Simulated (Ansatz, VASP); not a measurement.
Pd in VASP and in Ansatz

Contents of INCAR:

```
AGGAC = 1.0 ; AGGAX = 1.0
ALDAC = 0.0 ; ALDAX = 1.0
ALGO = Normal ; EDIFF = 1E-7
ENCUT = 520 ; GGA = B5
GGA_COMPAT = F ; ISIF = 2
ISMEAR = -1 ; LASPH = T
LCHARG = T ; LMAXMIX = 4
LORBIT = 11 ; LORBMOM = T
LREAL = F ; LSORBIT = T
LVHAR = T ; LWAVE = F
MAGMOM = 0 0 0.5 0 0 -0.5 ; NBANDS = 32
NELM = 150 ; PREC = Accurate
SIGMA = 0.05
```

The input KPOINTS:

```
k-points
0
Gamma
  11 11 8
```

Contents of POSCAR:

```
Pd
1.0
    2.8477610810      0.0000000000      0.0000000000
    0.0000000000      2.8477610810      0.0000000000
    0.0000000000      0.0000000000      4.0299217005
Pd
2
Direct
    1.0000000000      0.0000000000      0.0000000000
    0.5000000000      0.5000000000      0.5000000000
```

Input for Ansatz:

```yaml
crystal:
  lattice:
    - [2.847761081, 0.0, 0.0]
    - [0.0, 2.847761081, 0.0]
    - [0.0, 0.0, 4.0299217005]
  atoms:
    - { symbol: Pd, position: [1.0, 0.0, 0.0], spin: 0.5, spin_axis: [0, 0, 1] }
    - { symbol: Pd, position: [0.5, 0.5, 0.5], spin: -0.5, spin_axis: [0, 0, 1] }
hamiltonian:
  xc: blyp
  pseudopotentials:
    kind: paw_fr
    azcp:
      Pd: "pseudopotentials/Pd.paw.azcp"
basis:
  ecutwfc: 420
  fft_grid_basis: typed
kpoints:
  mp_grid: { grid: [11, 11, 8], shift: [0, 0, 0] }
magnetization:
  noncollinear: true
  spin_orbit: true
scf:
  occupations: { method: fermi_dirac, width: 0.05 }
```

Alike in both runs: task single point; functional BLYP; k mesh 11 × 11 × 8; occupations fermi-dirac, width 0.05 eV; non-collinear spin, spin-orbit coupling.

|  | VASP | Ansatz |
| --- | --- | --- |
| version | VASP 6.6.1 | Ansatz 0.2.0 |
| potentials or method | VASP PAW PBE potentials, release 64 (Pd), cutoff 520 eV | plane waves (420 eV) with PAW, fully relativistic with spin-orbit coupling |
| valence electrons in the cell | 20 | 36 |

```csv
,VASP,Ansatz,Ansatz less VASP
net moment per atom (μB),0.00,0.00,0.000
```

VASP's potentials were made for PBE, not for BLYP. With one functional, cell and mesh, what is left measures potentials, basis and numerics. VASP's potentials hold 20 valence electrons a cell and Ansatz's 36, so a difference there can come from the potentials and not from the codes. Ansatz's warnings: seeded moment not kept.
